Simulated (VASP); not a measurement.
# CuSi6Ni3 in VASP: single point with PBEsol

Aim: the single point of CuSi6Ni3 with PBEsol.

Everything below comes from runs of VASP 6.6.1. Logs are shortened: lines on timing, memory, paths and dates and some standing lists are left out, and cuts for length are marked.

**1. The cell of the first run**

The cell holds a slab with vacuum, 10 atoms: a = 3.812 Å, b = 3.812 Å, c = 26.782 Å, α = 90.00°, β = 90.00°, γ = 120.00°.

**2. Single point, PBEsol**

INCAR

```
  PREC = Accurate
  ENCUT = 520
  EDIFF = 1E-6
  ISMEAR = 0
  SIGMA = 0.1
  LREAL = False
  LASPH = True
  NELM = 100
  ALGO = Normal
  ISIF = 2
  LWAVE = False
  LCHARG = False
  LDIPOL = True
  IDIPOL = 3
  DIPOL = 0.5 0.5 0.485
  GGA = PS
  NBANDS = 44
```

KPOINTS

```
regular mesh
0
Gamma
  9 9 1
```

POSCAR

```
CuSi6Ni3
1.0
    3.8123023665      0.0000000000      0.0000000000
   -1.9061511833      3.3015506963      0.0000000000
    0.0000000000      0.0000000000     26.7818296193
Si Ni Cu
6 3 1
Direct
    0.0000000000      0.0000000000      0.3173793621
    0.3333333333      0.6666666667      0.3754921179
    0.6666666667      0.3333333333      0.4336048736
    0.0000000000      0.0000000000      0.4918114102
    0.3333333333      0.6666666667      0.5526131972
    0.6666666667      0.3333333333      0.6072566267
    0.6666666667      0.3333333333      0.3464357400
    0.3333333333      0.6666666667      0.4621681246
    0.0000000000      0.0000000000      0.5756074253
    0.6666666667      0.3333333333      0.6887015010
```

Potentials or basis: VASP PAW PBE potentials, release 64 (Si, Ni, Cu).

Started as:

```sh
$ cat potpaw_PBE.64/Si/POTCAR potpaw_PBE.64/Ni/POTCAR potpaw_PBE.64/Cu/POTCAR > POTCAR
$ mpirun -np 1 vasp_std > vasp.out
```

OUTCAR:

```text
PREC = Accurate
   ENCUT = 520
   EDIFF = 1E-6
   ISMEAR = 0
   LREAL = False
   LASPH = True
   NELM = 100
   ISIF = 2
   GGA = PS

 ion  position               nearest neighbor table
   1  0.000  0.000  0.317-   7 2.33   7 2.33   7 2.33   2 2.70   2 2.70   2 2.70
   2  0.333  0.667  0.375-   8 2.32   7 2.33   7 2.33   7 2.33   3 2.70   3 2.70   3 2.70   1 2.70
                             1 2.70   1 2.70
   3  0.667  0.333  0.434-   8 2.33   8 2.33   8 2.33   7 2.33   2 2.70   2 2.70   2 2.70   4 2.70
                             4 2.70   4 2.70
   4  0.000  0.000  0.492-   9 2.24   8 2.34   8 2.34   8 2.34   3 2.70   3 2.70   3 2.70   5 2.74
                             5 2.74   5 2.74
   5  0.333  0.667  0.553-   9 2.29   9 2.29   9 2.29   8 2.42   6 2.64   6 2.64   6 2.64   4 2.74
                             4 2.74   4 2.74
   6  0.667  0.333  0.607-  10 2.18   9 2.36   9 2.36   9 2.36   5 2.64   5 2.64   5 2.64
   7  0.667  0.333  0.346-   3 2.33   2 2.33   2 2.33   1 2.33   1 2.33   1 2.33   2 2.33
   8  0.333  0.667  0.462-   2 2.32   3 2.33   3 2.33   3 2.33   4 2.34   4 2.34   4 2.34   5 2.42

   9  0.000  0.000  0.576-   4 2.24   5 2.29   5 2.29   5 2.29   6 2.36   6 2.36   6 2.36
  10  0.667  0.333  0.689-   6 2.18

  LATTYP: Found a hexagonal cell.
 ALAT       =     3.8123023665
 C/A-ratio  =     7.0251063648

  Lattice vectors:

 A1 = (   3.8123023665,   0.0000000000,   0.0000000000)
 A2 = (  -1.9061511833,   3.3015506963,   0.0000000000)
 A3 = (   0.0000000000,   0.0000000000,  26.7818296193)

Analysis of symmetry for initial positions (statically):
=====================================================================
 Subroutine PRICEL returns:
 Original cell was already a primitive cell.

 Routine SETGRP: Setting up the symmetry group for a
 hexagonal supercell.

 Subroutine GETGRP returns: Found  6 space group operations
 (whereof  6 operations were pure point group operations)
 out of a pool of 24 trial point group operations.

The static configuration has the point symmetry C_3v.

Analysis of symmetry for dynamics (positions and initial velocities):
=====================================================================
 Subroutine PRICEL returns:
 Original cell was already a primitive cell.

 Routine SETGRP: Setting up the symmetry group for a
 hexagonal supercell.

 Subroutine GETGRP returns: Found  6 space group operations
 (whereof  6 operations were pure point group operations)
[... 120 lines left out ...]
   ISMEAR =     0;   SIGMA  =   0.10  broadening in eV -4-tet -1-fermi 0-gaus
   EFERMI_NEDOS =   21; number of points for ismear=-14 and -15
   IALGO  =     38    algorithm
   IMIX   =      4    mixing-type and parameters
     AMIX     =   0.40;   BMIX     =  1.00
     AMIX_MAG =   1.60;   BMIX_MAG =  1.00
  volume/ion in A,a.u.               =      33.71       227.48
  Fermi-wavevector in a.u.,A,eV,Ry     =   0.945796  1.787295 12.170818  0.894530
  Thomas-Fermi vector in A             =   2.073732
   LORBIT       =      0    0 simple, 1 ext, 2 COOP (PROOUT), +10 PAW based schemes
   GGA     = PS    functional components
   LHFCALC =     F    Hartree Fock is set to
   AEXX    =    0.0000 exact exchange contribution
   IVDW    =     0    specifies the selected vdW correction
   LEPSILON=     F    determine dielectric tensor
   LRPA    =     F    only Hartree local field effects (RPA)
 non-spin polarized calculation
 Gauss-broadening in eV      SIGMA  =   0.10
  energy-cutoff  :      520.00
  volume of cell :      337.09
 maximum number of plane-waves:      9099
   NGX = 15   NGY = 15   NGZ = 99

 dipolmoment           0.000000      0.000000      0.036805 electrons x Angstroem

 number of electron      64.9999999 magnetization

 dipolmoment           0.000000      0.000000     -0.038543 electrons x Angstroem

 Free energy of the ion-electron system (eV)
  ---------------------------------------------------
  ext. energy  EPLUGINS =         0.00000000
  ---------------------------------------------------
  free energy    TOTEN  =       -57.66737255 eV

  energy without entropy =      -57.64600374  energy(sigma->0) =      -57.65668815

 E-fermi :   1.1159     XC(G=0):  -5.4767

 val. band max:        1.1117980693   @ k =   0.2222   0.2222   0.0000
 cond. band min:       1.1555966762   @ k =   0.3333   0.2222   0.0000
 fundamental gap:      0.0437986070
 Fermi energy:         1.1159286677

 k-point     1 :       0.0000    0.0000    0.0000
  band No.  band energies     occupation
      1     -12.1565      2.00000
      2     -11.0753      2.00000
      3      -9.6722      2.00000
      4      -7.2532      2.00000
      5      -5.3469      2.00000
      6      -3.7912      2.00000
[... 553 lines left out ...]
     43       6.5517      0.00000
     44       6.6914      0.00000

------------------------ aborting loop because EDIFF is reached ----------------------------------------

 vacuum level on the upper side and lower side of the slab       (xc-potential included)        -0.432         0.096

  FORCE on cell =-STRESS in cart. coord.  units (eV):
  Direction    XX          YY          ZZ          XY          YZ          ZX
  --------------------------------------------------------------------------------------
  -------------------------------------------------------------------------------------
  Total       -4.4034221     -4.4034221     -1.0814270      0.0000000      0.0000000      0.0000000
  in kB      -20.9293312    -20.9293312     -5.1399896      0.0000000      0.0000000      0.0000000
  external PRESSURE =     -15.6662174 kB  Pullay stress =       0.0000000 kB

 VOLUME and BASIS-vectors are now :
 -----------------------------------------------------------------------------
  energy-cutoff  :      520.00
  volume of cell :      337.09
      direct lattice vectors                 reciprocal lattice vectors
     3.812302366  0.000000000  0.000000000     0.262308680  0.151443987  0.000000000
    -1.906151183  3.301550696  0.000000000     0.000000000  0.302887974  0.000000000
     0.000000000  0.000000000 26.781829619     0.000000000  0.000000000  0.037338748

 POSITION                                       TOTAL-FORCE (eV/Angst)
 -----------------------------------------------------------------------------------
      0.00000      0.00000      8.50000         0.000000     -0.000000      0.619516
     -0.00000      2.20103     10.05637         0.000000     -0.000000     -0.595573
      1.90615      1.10052     11.61273         0.000000     -0.000000     -0.101221
      0.00000      0.00000     13.17161         0.000000     -0.000000     -0.021354
     -0.00000      2.20103     14.79999         0.000000     -0.000000      0.004301
      1.90615      1.10052     16.26344         0.000000     -0.000000     -0.028560
      1.90615      1.10052      9.27818         0.000000     -0.000000      0.063493
     -0.00000      2.20103     12.37771        -0.000000      0.000000      0.017818
      0.00000      0.00000     15.41582         0.000000     -0.000000      0.016831
      1.90615      1.10052     18.44469        -0.000000      0.000000      0.024749
 -----------------------------------------------------------------------------------
    total drift:                                0.000002     -0.000001     -0.000533

  FREE ENERGIE OF THE ION-ELECTRON SYSTEM (eV)
  ---------------------------------------------------
  free  energy   TOTEN  =       -57.6673725534 eV

  energy  without entropy=      -57.6460037385  energy(sigma->0) =      -57.65668815

 vacuum level on the upper side and lower side of the slab         4.994         5.535
```

It took 7.3 min on 1 thread of Intel Xeon Platinum 8559C (Emerald Rapids), shared host; peak memory 0.47 GiB.

Results:

```
Free energy   : -57.6674 eV
Largest force : 0.620 eV/Å
```

Forces on the atoms (eV/Å):
```
Si   0.000  0.000  0.620
Si   0.000  0.000 -0.596
Si   0.000  0.000 -0.101
Si   0.000  0.000 -0.021
Si   0.000  0.000  0.004
Si   0.000  0.000 -0.029
Ni   0.000  0.000  0.063
Ni   0.000  0.000  0.018
Ni   0.000  0.000  0.017
Cu   0.000  0.000  0.025
```

Levels at points of the mesh, in eV from the Fermi level:
| k point | band 29 | band 30 | band 31 | band 32 | band 33 | band 34 | band 35 | band 36 | band 37 | band 38 |
| --- | --- | --- | --- | --- | --- | --- | --- | --- | --- | --- |
| (0.00, 0.00, 0.00) | -0.43 | 0.76 | 0.76 | 1.06 | 1.33 | 1.99 | 2.00 | 2.00 | 2.24 | 2.37 |

Caveat: the PAW data sets were made with another functional, which shifts forces and pressure a little.
